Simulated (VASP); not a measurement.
Runs of VASP 6.6.1 on HfO2. Symmetry: Fm-3m, No. 225, cubic system. The conventional cell has a = 5.115 Å, b = 5.115 Å, c = 5.115 Å, α = 90.00°, β = 90.00°, γ = 90.00°. Within 2.9 Å of Hf (site symmetry m-3m) lie 8 O at 2.21 Å. O (site symmetry -43m) has 4 Hf at 2.21 Å and 6 O at 2.56 Å within 2.9 Å. 

| level | potentials or basis | cutoff (eV) | gap on the mesh (eV) | pressure (GPa) |
| --- | --- | --- | --- | --- |
| BLYP | VASP PAW PBE potentials, release 64 (Hf_pv, O) | 600 | 3.81 | (a) |
| revPBE | VASP PAW PBE potentials, release 64 (Hf_pv, O) | 600 | 3.81 | -2.7 |
| r2SCAN | VASP PAW PBE potentials, release 64 (Hf_pv, O) | 660 | 4.22 | (c) |
| PBEsol | VASP PAW PBE potentials, release 64 (Hf_pv, O) | 600 | 3.60 | -13.7 |
| LDA | VASP PAW LDA potentials, release 64 (Hf_pv, O) | 600 | (b) | -19.6 |

Alike in all rows: task single point; no spin polarisation; cell as given; k mesh 6 × 6 × 6; smearing methfessel-paxton 0.05 eV.

Question: Fill in the values left out.

Answer: (a) 0.9; (b) 3.53; (c) -12.4.

Caveats: spin-orbit coupling is left out, which moves the levels of the heavy elements; the PAW data sets were made with another functional, which shifts forces and pressure a little (some runs).

A k mesh can miss the band edges, and the runs leave out spin-orbit coupling on Hf.
